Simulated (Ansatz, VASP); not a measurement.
## CdSe in VASP and in Ansatz

```
Cd Se
1.0
     0.00000    2.87396    2.87396
     2.87396    0.00000    2.87396
     2.87396    2.87396    0.00000
Cd Se
1 1
Direct
  0.00000 0.00000 0.00000
  0.50000 0.50000 0.50000
```

Alike in both runs: task single point; functional PBEsol; k mesh 14 × 14 × 14; occupations gaussian, width 0.15 eV; no spin polarisation.

```csv
,VASP,Ansatz
version,VASP 6.6.1,Ansatz 0.2.0
potentials or method,"VASP PAW PBE potentials, release 64 (Cd, Se), cutoff 520 eV","scalar-relativistic, plane waves, PAW"
valence electrons in the cell,18,36
```

Ansatz gave:

| Property | Result |
| --- | --- |
| gap on the k mesh at the Fermi level (eV) | none |
| pressure (GPa) | -3.9 |

**Question.** What did VASP give for the same quantities?

**Answer.** gap on the k mesh at the Fermi level (eV): none; pressure (GPa): -3.5.

VASP's potentials were made for PBE, not for PBEsol. A gap of «none» marks a metal or a gap that the smearing closes. VASP's potentials hold 18 valence electrons a cell and Ansatz's 36, so a difference there can come from the potentials and not from the codes.
